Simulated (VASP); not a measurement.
Wanted: the native input for a VASP 6.6.1 run.

```yaml
Task: relaxation of shape and atoms at fixed volume
Functional: RPBE
Potentials_or_basis: VASP PAW PBE potentials, release 64 (Hf_pv, B)
Cutoff: 600 eV
k_mesh: 8 × 8 × 8
Occupations: gaussian, width 0.05 eV
Spin: no spin polarisation
Dipole_correction: no
Further_INCAR_settings: ALGO = Normal; EDIFF = 1e-07; IBRION = 2; EDIFFG = -0.02; NSW = 60; ISIF = 4
```

The structure of HfB2 lies in POSCAR:

```
HfB2
1.0
    3.1433302003      0.0000000000      0.0000000000
   -1.5716651001      2.7222038059      0.0000000000
    0.0000000000      0.0000000000      3.4726475530
Hf B
1 2
Direct
    0.0000000000      0.0000000000      0.0000000000
    0.3333333333      0.6666666667      0.5000000000
    0.6666666667      0.3333333333      0.5000000000
```

The input as run:

INCAR

```
SYSTEM = HfB2
PREC = Accurate
ENCUT = 600
EDIFF = 1E-7
ISMEAR = 0
SIGMA = 0.05
LREAL = .False.
LASPH = .True.
NELM = 100
ALGO = Normal
ISIF = 4
LWAVE = .False.
LCHARG = .False.
GGA = RP
IBRION = 2
NSW = 60
EDIFFG = -0.02
```

KPOINTS

```
regular mesh
0
Gamma
  8 8 8
  0 0 0
```

Potentials or basis: VASP PAW PBE potentials, release 64 (Hf_pv, B).

Command:

```bash
$ cat potpaw_PBE.64/Hf_pv/POTCAR potpaw_PBE.64/B/POTCAR > POTCAR
$ mpirun -np 1 vasp_std > vasp.out
```

Results of the run:

The pressure after relaxing is 5.0 GPa and the band gap on the k mesh is zero (band 8 reaches 8.34 eV, above the bottom of band 9 at 7.78 eV).

Caveat: the relaxation stopped at its first step, so nothing moved; the PAW data sets were made with another functional, which shifts forces and pressure a little; spin-orbit coupling is left out, which moves the levels of the heavy elements.

It took 11 s on 1 thread of Intel(R) Xeon(R) 6975P-C (Granite Rapids), with other jobs on the host, peak memory 0.17 GiB.
